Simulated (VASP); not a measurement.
Input of a VASP 6.6.1 run:

File POSCAR:

```
AlGaN2
1.0
    3.2012969537      0.0000000000      0.0000000000
    0.0000000000      3.2012969537      0.0000000000
    0.0000000000      0.0000000000      4.3238891870
Al Ga N
1 1 2
Direct
    0.5000000000      0.5000000000      0.5000000000
    0.0000000000      0.0000000000      0.0000000000
    0.5000000000      0.0000000000      0.7384412897
    0.0000000000      0.5000000000      0.2615587103
```

INCAR.step1

```
PREC = Accurate
ENCUT = 520
ISMEAR = 0
SIGMA = 0.02
LREAL = F
LASPH = T
NELM = 100
NBANDS = 21
GGA = PE
ALGO = Normal
EDIFF = 1E-4
LWAVE = T
LCHARG = F
```

Contents of INCAR.step2:

```
PREC = Accurate
ENCUT = 520
EDIFF = 1E-6
ISMEAR = 0
SIGMA = 0.02
LREAL = F
LASPH = T
NELM = 100
ALGO = Normal
ISIF = 2
LWAVE = F
LCHARG = F
METAGGA = R2SCAN
LMIXTAU = T
NBANDS = 21
ISTART = 1
```

Contents of KPOINTS:

```
Automatic mesh
0
Gamma
  8 8 6
```

Potentials or basis: VASP PAW PBE potentials, release 64 (Al, Ga_d, N).

Launch:

```sh
$ cat potpaw_PBE.64/Al/POTCAR potpaw_PBE.64/Ga_d/POTCAR potpaw_PBE.64/N/POTCAR > POTCAR
$ cp INCAR.step1 INCAR
$ mpirun -np 1 vasp_std > vasp.out
$ cp INCAR.step2 INCAR
$ mpirun -np 1 vasp_std > vasp.out
```

Task: Estimate the band gap on the k mesh.

Result: 3.29 eV.

Task: Estimate the largest force.

Result: 0.084 eV/Å.

Stress tensor (GPa, compression positive):
```
-5.05  0.00  0.00
 0.00 -5.05  0.00
 0.00  0.00  0.30
```

Caveat: the cell differs from its parent crystal (biaxial strain in the a-b plane: +2.0 %, then relaxed in part); the cell stands under tension; the PAW data sets were made with another functional, which shifts forces and pressure a little.
